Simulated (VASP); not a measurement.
# KBr in VASP: settings compared

The runs below take KBr through single point, with r2SCAN, PBE.

Program: VASP 6.6.1. These are calculated values, not measurements. Logs are shortened: lines on timing, memory, paths and dates and some standing lists are left out, and cuts for length are marked.

### 1 The cell of the first run

The structure is hexagonal, space group P6_3/mmc (No. 194). The conventional cell has a = 5.703 Å, b = 5.703 Å, c = 6.652 Å, α = 90.00°, β = 90.00°, γ = 120.00°. Within 4.3 Å of K (site symmetry -6m2) lie 5 Br at 3.29 to 3.33 Å. Within 4.3 Å of Br (site symmetry -6m2) lie 5 K at 3.29 to 3.33 Å.

### 2 Single point, r2SCAN (strain +1.5%)

The input, POSCAR:

```
KBr
1.0
    5.7028600752      0.0000000000      0.0000000000
   -2.8514300376      4.9388216994      0.0000000000
    0.0000000000      0.0000000000      6.6521374984
K Br
2 2
Direct
    0.3333333333      0.6666666667     -0.0625000000
    0.6666666667      0.3333333333      0.4375000000
    0.3333333333      0.6666666667      0.4375000000
    0.6666666667      0.3333333333      0.9375000000
```

The input, INCAR.step1:

```
PREC = Accurate
ENCUT = 520
ISMEAR = 0
SIGMA = 0.01
LREAL = False
LASPH = True
NELM = 80
NBANDS = 24
GGA = PE
ALGO = Normal
EDIFF = 1E-4
LWAVE = True
LCHARG = False
```

The input, INCAR.step2:

```
PREC = Accurate
ENCUT = 520
EDIFF = 1E-7
ISMEAR = 0
SIGMA = 0.01
LREAL = False
LASPH = True
NELM = 80
ALGO = Normal
ISIF = 2
LWAVE = False
LCHARG = True
METAGGA = R2SCAN
LMIXTAU = True
LELF = True
LVHAR = True
NBANDS = 24
ISTART = 1
```

The input, KPOINTS:

```
Automatic mesh
0
Gamma
  6 6 4
```

Potentials or basis: VASP PAW PBE potentials, release 64 (K_sv, Br).

Command:

```
cat potpaw_PBE.64/K_sv/POTCAR potpaw_PBE.64/Br/POTCAR > POTCAR
cp INCAR.step1 INCAR
mpirun -np 1 vasp_std > vasp.out
cp INCAR.step2 INCAR
mpirun -np 1 vasp_std > vasp.out
```

OUTCAR:

```text
PREC = Accurate
   ENCUT = 520
   EDIFF = 1E-7
   ISMEAR = 0
   LREAL = False
   LASPH = True
   NELM = 80
   ISIF = 2
   METAGGA = R2SCAN
   ISTART = 1

 ion  position               nearest neighbor table
   1  0.333  0.667  0.938-   4 3.29   4 3.29   4 3.29
   2  0.667  0.333  0.438-   3 3.29   3 3.29   3 3.29
   3  0.333  0.667  0.438-   2 3.29   2 3.29   2 3.29
   4  0.667  0.333  0.938-   1 3.29   1 3.29   1 3.29

  LATTYP: Found a hexagonal cell.
 ALAT       =     5.7028600752
 C/A-ratio  =     1.1664563764

  Lattice vectors:

 A1 = (   5.7028600752,   0.0000000000,   0.0000000000)
 A2 = (  -2.8514300376,   4.9388216994,   0.0000000000)
 A3 = (   0.0000000000,   0.0000000000,   6.6521374984)

Analysis of symmetry for initial positions (statically):
=====================================================================
 Subroutine PRICEL returns:
 Original cell was already a primitive cell.

 Routine SETGRP: Setting up the symmetry group for a
 hexagonal supercell.

 Subroutine GETGRP returns: Found 24 space group operations
 (whereof  6 operations were pure point group operations)
 out of a pool of 24 trial point group operations.

The static configuration has the point symmetry C_3v.
 The point group associated with its full space group is D_6h.

Analysis of symmetry for dynamics (positions and initial velocities):
=====================================================================
 Subroutine PRICEL returns:
 Original cell was already a primitive cell.

 Routine SETGRP: Setting up the symmetry group for a
 hexagonal supercell.

 Subroutine GETGRP returns: Found 24 space group operations
 (whereof  6 operations were pure point group operations)
 out of a pool of 24 trial point group operations.

The dynamic configuration has the point symmetry C_3v.
 The point group associated with its full space group is D_6h.

 Subroutine INISYM returns: Found 24 space group operations
 (whereof  6 operations are pure point group operations),
 and found     1 'primitive' translations

----------------------------------------------------------------------------------------

                                     Primitive cell

  volume of cell :     187.3602

[... 82 lines left out ...]
   ISPIN  =      1    spin polarized calculation?
   LNONCOLLINEAR =      F non collinear calculations
   LSORBIT =      F    spin-orbit coupling
   LASPH  =      T    aspherical Exc in radial PAW
   ENCUT  =  520.0 eV  38.22 Ry    6.18 a.u.  10.60 10.60 12.37*2*pi/ulx,y,z
   NELM   =     80;   NELMIN=  2; NELMDL=  0     # of ELM steps
   EDIFF  = 0.1E-06   stopping-criterion for ELM
   LREAL  =      F    real-space projection
   EDIFFG = 0.1E-05   stopping-criterion for IOM
   NSW    =      0    number of steps for IOM
   IBRION =     -1    ionic relax: 0-MD 1-quasi-New 2-CG
   NFREE  =      0    steps in history (QN), initial steepest desc. (CG)
   ISIF   =      2    stress and relaxation
   ISYM   =      2    0-nonsym 1-usesym 2-fastsym
   POTIM  = 0.5000    time-step for ionic-motion
   TEBEG  =    0.0;   TEEND  =   0.0 temperature during run
   PSTRESS=    0.0 pullay stress
   NELECT =      32.0000    total number of electrons
   NUPDOWN=      -1.0000    fix difference up-down
   EMIN   =  10.00;   EMAX   =-10.00  energy-range for DOS
   EFERMI =   0.00;   METHOD = LEGACY
   ISMEAR =     0;   SIGMA  =   0.01  broadening in eV -4-tet -1-fermi 0-gaus
   EFERMI_NEDOS =   21; number of points for ismear=-14 and -15
   IALGO  =     38    algorithm
   IMIX   =      4    mixing-type and parameters
     AMIX     =   0.40;   BMIX     =  1.00
     AMIX_MAG =   1.60;   BMIX_MAG =  1.00
  volume/ion in A,a.u.               =      46.84       316.09
  Fermi-wavevector in a.u.,A,eV,Ry     =   0.908306  1.716450 11.225087  0.825021
  Thomas-Fermi vector in A             =   2.032217
   LORBIT       =      0    0 simple, 1 ext, 2 COOP (PROOUT), +10 PAW based schemes
   METAGGA = R2SCAN    functional components
   LHFCALC =     F    Hartree Fock is set to
   AEXX    =    0.0000 exact exchange contribution
   IVDW    =     0    specifies the selected vdW correction
   LEPSILON=     F    determine dielectric tensor
   LRPA    =     F    only Hartree local field effects (RPA)
 non-spin polarized calculation
 Gauss-broadening in eV      SIGMA  =   0.01
  energy-cutoff  :      520.00
  volume of cell :      187.36
 maximum number of plane-waves:      5113
   NGX = 21   NGY = 21   NGZ = 25

 number of electron      31.9999993 magnetization

 Free energy of the ion-electron system (eV)
  ---------------------------------------------------
  ext. energy  EPLUGINS =         0.00000000
  ---------------------------------------------------
  free energy    TOTEN  =       -46.21695005 eV

  energy without entropy =      -46.21695005  energy(sigma->0) =      -46.21695005

 E-fermi :  -2.9979     XC(G=0):  -6.4619

 val. band max:       -3.0562612742   @ k =   0.0000   0.0000   0.0000
 cond. band min:       1.6547804540   @ k =   0.0000   0.0000   0.0000
 fundamental gap:      4.7110417282
 Fermi energy:        -2.9979253630

 k-point     1 :       0.0000    0.0000    0.0000
  band No.  band energies     occupation
      1     -32.1925      2.00000
      2     -32.1876      2.00000
      3     -15.6660      2.00000
      4     -15.5888      2.00000
      5     -14.9445      2.00000
      6     -14.9355      2.00000
[... 556 lines left out ...]
     23       6.0949      0.00000
     24       6.0949      0.00000

------------------------ aborting loop because EDIFF is reached ----------------------------------------

  FORCE on cell =-STRESS in cart. coord.  units (eV):
  Direction    XX          YY          ZZ          XY          YZ          ZX
  --------------------------------------------------------------------------------------
  -------------------------------------------------------------------------------------
  Total       -0.5162563     -0.5162563     -0.6357060      0.0000000      0.0000000      0.0000000
  in kB       -4.4146740     -4.4146740     -5.4361271      0.0000000      0.0000000      0.0000000
  external PRESSURE =      -4.7551583 kB  Pullay stress =       0.0000000 kB

 VOLUME and BASIS-vectors are now :
 -----------------------------------------------------------------------------
  energy-cutoff  :      520.00
  volume of cell :      187.36
      direct lattice vectors                 reciprocal lattice vectors
     5.702860075  0.000000000  0.000000000     0.175350611  0.101238723  0.000000000
    -2.851430038  4.938821699  0.000000000     0.000000000  0.202477445  0.000000000
     0.000000000  0.000000000  6.652137498     0.000000000  0.000000000  0.150327620

 POSITION                                       TOTAL-FORCE (eV/Angst)
 -----------------------------------------------------------------------------------
     -0.00000      3.29255      6.23638        -0.000000     -0.000000     -0.000000
      2.85143      1.64627      2.91031         0.000000      0.000000      0.000000
     -0.00000      3.29255      2.91031         0.000000     -0.000000      0.000000
      2.85143      1.64627      6.23638        -0.000000      0.000000      0.000000
 -----------------------------------------------------------------------------------
    total drift:                               -0.000000      0.000000     -0.000388

  FREE ENERGIE OF THE ION-ELECTRON SYSTEM (eV)
  ---------------------------------------------------
  free  energy   TOTEN  =       -46.2169500550 eV

  energy  without entropy=      -46.2169500550  energy(sigma->0) =      -46.21695005
```

OSZICAR.step1:

```text
N       E                     dE             d eps       ncg     rms          rms(c)
DAV:   1     0.235474841765E+03    0.23547E+03   -0.13339E+04  1008   0.111E+03
DAV:   2     0.103326361071E+02   -0.22514E+03   -0.21314E+03  1216   0.285E+02
DAV:   3    -0.122579911250E+02   -0.22591E+02   -0.22499E+02  1664   0.772E+01
DAV:   4    -0.128176519132E+02   -0.55966E+00   -0.55872E+00  1464   0.130E+01
DAV:   5    -0.128438598202E+02   -0.26208E-01   -0.26207E-01  1520   0.182E+00    0.415E+00
DAV:   6    -0.123104414039E+02    0.53342E+00   -0.76427E-01  1264   0.313E+00    0.291E+00
DAV:   7    -0.122417968260E+02    0.68645E-01   -0.42017E-01  1280   0.250E+00    0.148E+00
DAV:   8    -0.122757000512E+02   -0.33903E-01   -0.63653E-02  1304   0.131E+00    0.352E-01
DAV:   9    -0.122770596539E+02   -0.13596E-02   -0.19255E-03  1336   0.207E-01    0.212E-01
DAV:  10    -0.122830707212E+02   -0.60111E-02   -0.54233E-03  1032   0.321E-01    0.844E-02
DAV:  11    -0.122831322021E+02   -0.61481E-04   -0.93666E-05   984   0.562E-02
   1 F= -.12283132E+02 E0= -.12283132E+02  d E =-.382448E-91
```

Wall time 14 min (1 thread of Oxide Virtual Turin-like, shared host); peak memory 0.33 GiB.

Results:

- Free energy: -46.2170 eV
- Pressure: -0.5 GPa
- Band gap on the k mesh: 4.71 eV, direct

Stress tensor (GPa, compression positive):
```
-0.44  0.00  0.00
 0.00 -0.44  0.00
 0.00  0.00 -0.54
```

Levels at points of the mesh, in eV from the valence-band top:
| k point | band 13 | band 14 | band 15 | band 16 | band 17 | band 18 | band 19 | band 20 |
| --- | --- | --- | --- | --- | --- | --- | --- | --- |
| (0.00, 0.00, 0.00) | -0.44 | -0.25 | -0.25 | 0.00 | 4.71 | 7.71 | 8.08 | 8.08 |
| (0.50, 0.00, 0.00) | -0.44 | -0.41 | -0.23 | -0.13 | 6.43 | 7.02 | 7.21 | 7.47 |
| (0.00, 0.00, 0.50) | -0.36 | -0.36 | -0.36 | -0.36 | 5.95 | 5.95 | 9.00 | 9.00 |
| (0.50, 0.00, 0.50) | -0.33 | -0.33 | -0.24 | -0.24 | 6.72 | 6.72 | 8.42 | 8.42 |

Caveat: the cell differs from its parent crystal (strain +1.5%); the PAW data sets were made with another functional, which shifts forces and pressure a little.

### 3 Single point, PBE (uniaxial x strain +2.5%)

The input, INCAR:

```
ALGO = Normal
EDIFF = 1E-6
ENCUT = 520
GGA = PE
ISIF = 2
ISMEAR = -1
LASPH = T
LCHARG = F
LREAL = F
LWAVE = F
NBANDS = 24
NELM = 100
PREC = Accurate
SIGMA = 0.02
```

The input, KPOINTS:

```
k-points
0
Gamma
  6 6 4
```

The input, POSCAR:

```
KBr
1.0
    5.7590458888      0.0000000000      0.0000000000
   -2.8795229444      4.8658341866      0.0000000000
    0.0000000000      0.0000000000      6.5538300477
K Br
2 2
Direct
    0.3314544287      0.6629088574     -0.0625000000
    0.6685455713      0.3370911426      0.4375000000
    0.3312480962      0.6624961923      0.4375000000
    0.6687519038      0.3375038077      0.9375000000
```

Potentials or basis: VASP PAW PBE potentials, release 64 (K_sv, Br).

Command:

```
cat potpaw_PBE.64/K_sv/POTCAR potpaw_PBE.64/Br/POTCAR > POTCAR
mpirun -np 1 vasp_std > vasp.out
```

Wall time 5.1 min (1 thread of Oxide Virtual Turin-like, shared host); peak memory 0.35 GiB.

The run converged. Its results:

* Free energy: -12.2800 eV
* Pressure: 0.1 GPa
* Band gap on the k mesh: 4.15 eV, direct

Stress tensor (GPa, compression positive):
```
0.00 0.00 0.00
0.00 0.04 0.00
0.00 0.00 0.40
```

Levels at points of the mesh, in eV from the valence-band top:
```tsv
k point	band 12	band 13	band 14	band 15	band 16	band 17	band 18	band 19	band 20	band 21
(0.00, 0.00, 0.00)	-0.47	-0.45	-0.26	-0.26	0.00	4.15	7.01	7.36	7.45	8.02
(0.50, 0.00, 0.00)	-0.49	-0.44	-0.44	-0.24	-0.13	5.96	6.32	6.72	6.86	7.67
(0.00, 0.50, 0.00)	-0.51	-0.44	-0.42	-0.24	-0.14	6.01	6.36	6.66	6.77	7.69
(0.00, 0.00, 0.50)	-0.63	-0.39	-0.39	-0.37	-0.37	5.41	5.41	8.23	8.23	8.41
(0.50, 0.00, 0.50)	-0.89	-0.34	-0.34	-0.26	-0.26	6.24	6.24	7.72	7.72	8.18
(0.00, 0.50, 0.50)	-0.87	-0.35	-0.35	-0.26	-0.26	6.26	6.26	7.80	7.80	8.09
```

Caveat: the cell differs from its parent crystal (uniaxial x strain +2.5%).
